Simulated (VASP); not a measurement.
**HF: single point with PBE+D3(BJ)**

HF:

```
F H
1.0
     6.07679    0.00000    0.00000
     0.00000    6.07679    0.00000
     0.00000    0.00000    6.07679
F H
6 6
Direct
  0.87257 0.23802 0.70917
  0.01702 0.97053 0.03851
  0.83282 0.83271 0.36416
  0.25094 0.31285 0.54254
  0.37801 0.74439 0.11468
  0.47834 0.14419 0.28563
  0.98926 0.27849 0.61771
  0.97728 0.07952 0.92445
  0.91300 0.84393 0.23252
  0.34628 0.24531 0.43013
  0.27424 0.81471 0.02740
  0.54210 0.99911 0.30073
```

```json
{"Program": "VASP 6.6.1", "Task": "single point", "Functional": "PBE", "Dispersion": "D3(BJ)", "Potentials or basis": "VASP PAW PBE potentials, release 64 (F_h, H_h)", "Cutoff": "1010 eV", "k mesh": "1 × 1 × 1", "Occupations": "fermi-dirac, width 0.05 eV", "Spin": "no spin polarisation"}
```

The pressure is 0.3 GPa. The largest force is 1.787 eV/Å and the dispersion energy per atom is -0.017 eV.

Forces on the atoms (eV/Å):
```
F   -0.782 -0.554  1.135
F    0.248  1.005 -1.456
F   -0.670 -0.221  0.712
F   -0.362  0.261  0.168
F    0.632 -0.454  0.330
F    1.001 -0.880 -0.746
H    1.222  0.228 -0.687
H   -0.127 -0.552  0.369
H   -0.026  0.214 -0.209
H   -0.450  0.114  0.620
H   -0.502  0.371 -0.268
H   -0.184  0.468  0.032
```

Stress tensor (GPa, compression positive):
```
 0.70  0.45 -1.63
 0.45 -0.64  0.54
-1.63  0.54  0.93
```

Levels at points of the mesh, in eV from the Fermi level:
| k point | band 22 | band 23 | band 24 | band 25 | band 26 | band 27 |
| --- | --- | --- | --- | --- | --- | --- |
| (0.00, 0.00, 0.00) | -1.43 | -1.40 | -1.33 | 5.70 | 9.08 | 9.53 |

Wall time 21 s on 1 thread of Intel(R) Xeon(R) 6975P-C (Granite Rapids), on a shared host, peak memory 0.5 GiB.

Caveat: the k points lie up to 1.03 Å⁻¹ apart, too coarse for converged energies, forces and pressures.
